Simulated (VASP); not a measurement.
# W (C2/m) in VASP: single point with PBEsol

Aim: the single point of W with PBEsol.

All numbers are computed with VASP 6.6.1; they aren't measurements. Logs are shortened: lines on timing, memory, paths and dates and some standing lists are left out, and cuts for length are marked.

### 1 The cell of the first run

The structure is monoclinic, space group C2/m (No. 12). Conventional cell: a = 4.518 Å, b = 3.195 Å, c = 9.067 Å, α = 90.00°, β = 94.76°, γ = 90.00°. Within 3.6 Å of W (site symmetry m) lie 13 W at 2.71 to 3.19 Å. Within 3.6 Å of W (site symmetry m) lie 14 W at 2.77 to 3.19 Å.

### 2 Single point, PBEsol

INCAR

```
PREC = Accurate
ENCUT = 520
EDIFF = 1E-6
ISMEAR = 0
SIGMA = 0.15
LREAL = F
LASPH = T
NELM = 100
ALGO = Fast
ISIF = 2
LWAVE = F
LCHARG = F
GGA = PS
NBANDS = 36
```

KPOINTS

```
Automatic mesh
0
Gamma
  18 18 5
```

POSCAR

```
W
1.0
   -1.5973000000      1.5973000000     -1.5973000000
   -1.5973000000     -1.5973000000      1.5973000000
    0.0000000000      6.9217398200      5.8566601800
W
4
Direct
   -0.1458625000      0.1458625000      0.8750000000
    0.4791625000      0.5208375000      0.1250000000
   -0.0625125000      0.0625125000      0.3750000000
    0.3958125000      0.6041875000      0.6250000000
```

Potentials or basis: VASP PAW PBE potentials, release 64 (W_sv).

Launch:

```bash
$ cat potpaw_PBE.64/W_sv/POTCAR > POTCAR
$ mpirun -np 1 vasp_std > vasp.out
```

OUTCAR:

```text
PREC = Accurate
   ENCUT = 520
   EDIFF = 1E-6
   ISMEAR = 0
   LREAL = F
   LASPH = T
   NELM = 100
   ISIF = 2
   GGA = PS

 ion  position               nearest neighbor table
   1  0.854  0.146  0.875-   2 2.71   4 2.77   4 2.77   2 2.87   2 2.87   4 3.19   4 3.19
   2  0.479  0.521  0.125-   1 2.71   3 2.77   3 2.77   1 2.87   1 2.87   3 3.19   3 3.19
   3  0.937  0.063  0.375-   2 2.77   4 2.77   2 2.77   4 2.77   4 3.19   2 3.19   2 3.19   4 3.19

   4  0.396  0.604  0.625-   3 2.77   1 2.77   3 2.77   1 2.77   3 3.19   1 3.19   1 3.19   3 3.19

  LATTYP: Found a base centered monoclinic cell.
 ALAT       =     4.5178466464
 B/A-ratio  =     0.7071067812
 C/A-ratio  =     2.0069351983
 COS(beta)  =    -0.0830619744

  Lattice vectors:

 A1 = (  -1.5973000000,  -1.5973000000,   1.5973000000)
 A2 = (   1.5973000000,  -1.5973000000,   1.5973000000)
 A3 = (   0.0000000000,   6.9217398200,   5.8566601800)

Analysis of symmetry for initial positions (statically):
=====================================================================
 Subroutine PRICEL returns:
 Original cell was already a primitive cell.

 Routine SETGRP: Setting up the symmetry group for a
 base centered monoclinic supercell.

 Subroutine GETGRP returns: Found  4 space group operations
 (whereof  2 operations were pure point group operations)
 out of a pool of  4 trial point group operations.

The static configuration has the point symmetry C_1h.
 The point group associated with its full space group is C_2h.

Analysis of symmetry for dynamics (positions and initial velocities):
=====================================================================
 Subroutine PRICEL returns:
 Original cell was already a primitive cell.

 Routine SETGRP: Setting up the symmetry group for a
 base centered monoclinic supercell.

 Subroutine GETGRP returns: Found  4 space group operations
 (whereof  2 operations were pure point group operations)
 out of a pool of  4 trial point group operations.

The dynamic configuration has the point symmetry C_1h.
 The point group associated with its full space group is C_2h.

 Subroutine INISYM returns: Found  4 space group operations
 (whereof  2 operations are pure point group operations),
 and found     1 'primitive' translations

----------------------------------------------------------------------------------------

                                     Primitive cell

  volume of cell :      65.2048

  direct lattice vectors                    reciprocal lattice vectors
    -1.597300000  1.597300000 -1.597300000    -0.313028235  0.143468666 -0.169559569
    -1.597300000 -1.597300000  1.597300000    -0.313028235 -0.143468666  0.169559569
     0.000000000  6.921739820  5.856660180     0.000000000  0.078257059  0.078257059

  length of vectors
     2.766604755  2.766604755  9.067025455     0.383823373  0.383823373  0.110672194

  position of ions in fractional coordinates (direct lattice)
     0.854137500  0.145862500  0.875000000
     0.479162500  0.520837500  0.125000000
     0.937487500  0.062512500  0.375000000
     0.395812500  0.604187500  0.625000000

  ion indices of the primitive-cell ions
   primitive index   ion index
                 1           1
                 2           2
                 3           3
                 4           4

----------------------------------------------------------------------------------------

 KPOINTS: Automatic mesh

Automatic generation of k-mesh.
 Grid dimensions read from file:
 generate k-points for:   18   18    5

 Generating k-lattice:

  Cartesian coordinates                     Fractional coordinates (reciprocal lattice)
    -0.017390458  0.007970481 -0.009419976     0.055555556  0.000000000  0.000000000
    -0.017390458 -0.007970481  0.009419976     0.000000000  0.055555556  0.000000000
     0.000000000  0.015651412  0.015651412     0.000000000  0.000000000  0.200000000

  Length of vectors
     0.021323521  0.021323521  0.022134439

  Shift w.r.t. Gamma in fractional coordinates (k-lattice)
     0.000000000  0.000000000  0.000000000

 Subroutine IBZKPT returns following result:
 ===========================================

 Found    433 irreducible k-points:

 Following reciprocal coordinates:
            Coordinates               Weight
  0.000000  0.000000  0.000000      1.000000
  0.055556 -0.000000 -0.000000      4.000000
  0.111111 -0.000000 -0.000000      4.000000
  0.166667 -0.000000 -0.000000      4.000000
  0.222222 -0.000000 -0.000000      4.000000
  0.277778 -0.000000  0.000000      4.000000
[... 16 lines left out ...]
 -0.277778  0.055556  0.000000      4.000000
 -0.222222  0.055556  0.000000      4.000000
 [... further k-points ...]
   k-points           NKPTS =    433   k-points in BZ     NKDIM =    433   number of bands    NBANDS=     36
   number of dos      NEDOS =    301   number of ions     NIONS =      4
   total plane-waves  NPLWV =  40320
   dimension x,y,z NGX =    24 NGY =   24 NGZ =   70
   dimension x,y,z NGXF=    48 NGYF=   48 NGZF=  140
   ions per type =               4
   NGX,Y,Z   is equivalent  to a cutoff of  14.42, 14.42, 12.83 a.u.
   NGXF,Y,Z  is equivalent  to a cutoff of  28.84, 28.84, 25.67 a.u.
 SYSTEM =  unknown system
   PREC   = accura    normal or accurate (medium, high low for compatibility)
   ISTART =      0    job   : 0-new  1-cont  2-samecut
   ICHARG =      2    charge: 1-file 2-atom 10-const
   ISPIN  =      1    spin polarized calculation?
   LNONCOLLINEAR =      F non collinear calculations
   LSORBIT =      F    spin-orbit coupling
   LASPH  =      T    aspherical Exc in radial PAW
   ENCUT  =  520.0 eV  38.22 Ry    6.18 a.u.   5.14  5.14 16.86*2*pi/ulx,y,z
   NELM   =    100;   NELMIN=  2; NELMDL= -5     # of ELM steps
   EDIFF  = 0.1E-05   stopping-criterion for ELM
   LREAL  =      F    real-space projection
   EDIFFG = 0.1E-04   stopping-criterion for IOM
   NSW    =      0    number of steps for IOM
   IBRION =     -1    ionic relax: 0-MD 1-quasi-New 2-CG
   NFREE  =      0    steps in history (QN), initial steepest desc. (CG)
   ISIF   =      2    stress and relaxation
   ISYM   =      2    0-nonsym 1-usesym 2-fastsym
   POTIM  = 0.5000    time-step for ionic-motion
   TEBEG  =    0.0;   TEEND  =   0.0 temperature during run
   PSTRESS=    0.0 pullay stress
   NELECT =      56.0000    total number of electrons
   NUPDOWN=      -1.0000    fix difference up-down
   EMIN   =  10.00;   EMAX   =-10.00  energy-range for DOS
   EFERMI =   0.00;   METHOD = LEGACY
   ISMEAR =     0;   SIGMA  =   0.15  broadening in eV -4-tet -1-fermi 0-gaus
   EFERMI_NEDOS =   21; number of points for ismear=-14 and -15
   IALGO  =     68    algorithm
   IMIX   =      4    mixing-type and parameters
     AMIX     =   0.40;   BMIX     =  1.00
     AMIX_MAG =   1.60;   BMIX_MAG =  1.00
  volume/ion in A,a.u.               =      16.30       110.01
  Fermi-wavevector in a.u.,A,eV,Ry     =   1.556125  2.940649 32.946829  2.421524
  Thomas-Fermi vector in A             =   2.659966
   LORBIT       =      0    0 simple, 1 ext, 2 COOP (PROOUT), +10 PAW based schemes
   GGA     = PS    functional components
   LHFCALC =     F    Hartree Fock is set to
   AEXX    =    0.0000 exact exchange contribution
   IVDW    =     0    specifies the selected vdW correction
   LEPSILON=     F    determine dielectric tensor
   LRPA    =     F    only Hartree local field effects (RPA)
 non-spin polarized calculation
 RMM-DIIS sequential band-by-band and
 Gauss-broadening in eV      SIGMA  =   0.15
  energy-cutoff  :      520.00
  volume of cell :       65.20
 maximum number of plane-waves:      1776
 NGX is ok and might be reduce to    24
   NGX = 11   NGY = 11   NGZ = 33

 number of electron      55.9999990 magnetization

 Free energy of the ion-electron system (eV)
  ---------------------------------------------------
  ext. energy  EPLUGINS =         0.00000000
  ---------------------------------------------------
  free energy    TOTEN  =       -54.59741145 eV

  energy without entropy =      -54.57091443  energy(sigma->0) =      -54.58416294

 E-fermi :  10.7818     XC(G=0): -13.5964

 val. band max:       10.7789581003   @ k =   0.2222  -0.2222   0.2000
 cond. band min:      10.7829672161   @ k =  -0.3333   0.1667   0.2000
 fundamental gap:      0.0040091158
 Fermi energy:        10.7818432285

 k-point     1 :       0.0000    0.0000    0.0000
  band No.  band energies     occupation
      1     -63.2989      2.00000
      2     -63.2388      2.00000
      3     -63.2106      2.00000
      4     -63.1447      2.00000
      5     -28.0710      2.00000
      6     -27.5028      2.00000
[... 28 lines left out ...]
     35      13.1015      0.00000
     36      13.1192      0.00000

 k-point     2 :       0.0556   -0.0000   -0.0000
  band No.  band energies     occupation
      1     -63.2964      2.00000
      2     -63.2372      2.00000
      3     -63.2086      2.00000
      4     -63.1435      2.00000
      5     -28.0599      2.00000
      6     -27.5171      2.00000
[... 28 lines left out ...]
     35      13.0978      0.00000
     36      13.2230      0.00000

 k-point     3 :       0.1111   -0.0000   -0.0000
  band No.  band energies     occupation
      1     -63.2890      2.00000
      2     -63.2326      2.00000
      3     -63.2031      2.00000
      4     -63.1403      2.00000
      5     -28.0271      2.00000
      6     -27.5548      2.00000
[... 28 lines left out ...]
     35      13.0404      0.00000
     36      13.4897      0.00000
[... 742 lines left out ...]
 k-point    23 :      -0.2778    0.0556    0.0000
  band No.  band energies     occupation
      1     -63.2508      2.00000
      2     -63.2075      2.00000
      3     -63.1716      2.00000
      4     -63.1220      2.00000
      5     -27.8626      2.00000
      6     -27.7566      2.00000
[... 28 lines left out ...]
     35      13.4098      0.00000
     36      13.8337      0.00000

 k-point    24 :      -0.2222    0.0556    0.0000
  band No.  band energies     occupation
      1     -63.2660      2.00000
      2     -63.2164      2.00000
      3     -63.1829      2.00000
      4     -63.1279      2.00000
      5     -27.9338      2.00000
      6     -27.6558      2.00000
[... 28 lines left out ...]
     35      13.1982      0.00000
     36      13.3968      0.00000

 [... further k-points ...]
[... 5 lines left out ...]
  --------------------------------------------------------------------------------------
  -------------------------------------------------------------------------------------
  Total       -4.4761354     -4.5828829     -1.2928630      0.0000000      1.7839333      0.0000000
  in kB     -109.9852233   -112.6081654    -31.7675427      0.0000000     43.8338615      0.0000000
  external PRESSURE =     -84.7869771 kB  Pullay stress =       0.0000000 kB

 VOLUME and BASIS-vectors are now :
 -----------------------------------------------------------------------------
  energy-cutoff  :      520.00
  volume of cell :       65.20
      direct lattice vectors                 reciprocal lattice vectors
    -1.597300000  1.597300000 -1.597300000    -0.313028235  0.143468666 -0.169559569
    -1.597300000 -1.597300000  1.597300000    -0.313028235 -0.143468666  0.169559569
     0.000000000  6.921739820  5.856660180     0.000000000  0.078257059  0.078257059

 POSITION                                       TOTAL-FORCE (eV/Angst)
 -----------------------------------------------------------------------------------
     -1.59730      7.18785      3.99325         0.000000     -0.553808     -1.425861
     -1.59730      0.79865      0.79865         0.000000      0.553808      1.425861
     -1.59730      3.99325      0.79865         0.000000      0.168009      0.169109
     -1.59730      3.99325      3.99325         0.000000     -0.168009     -0.169109
 -----------------------------------------------------------------------------------
    total drift:                                0.000000      0.000000     -0.000000

  FREE ENERGIE OF THE ION-ELECTRON SYSTEM (eV)
  ---------------------------------------------------
  free  energy   TOTEN  =       -54.5974114459 eV

  energy  without entropy=      -54.5709144346  energy(sigma->0) =      -54.58416294
```

Run time: 7.2 min. Hardware: 1 thread of Intel Xeon 6975P-C (Granite Rapids), shared host; peak memory 0.73 GiB.

Results:

* Free energy: -54.5974 eV
* Pressure: -8.5 GPa
* Largest force: 1.530 eV/Å
* Band gap on the k mesh: zero (band 28 reaches 12.04 eV, above the bottom of band 29 at 9.97 eV)

Forces on the atoms (eV/Å):
```
W    0.000 -0.554 -1.426
W    0.000  0.554  1.426
W    0.000  0.168  0.169
W    0.000 -0.168 -0.169
```

Stress tensor (GPa, compression positive):
```
-11.00   0.00   0.00
  0.00 -11.26   4.38
  0.00   4.38  -3.18
```

Caveat: the PAW data sets were made with another functional, which shifts forces and pressure a little; spin-orbit coupling is left out, which moves the levels of the heavy elements.
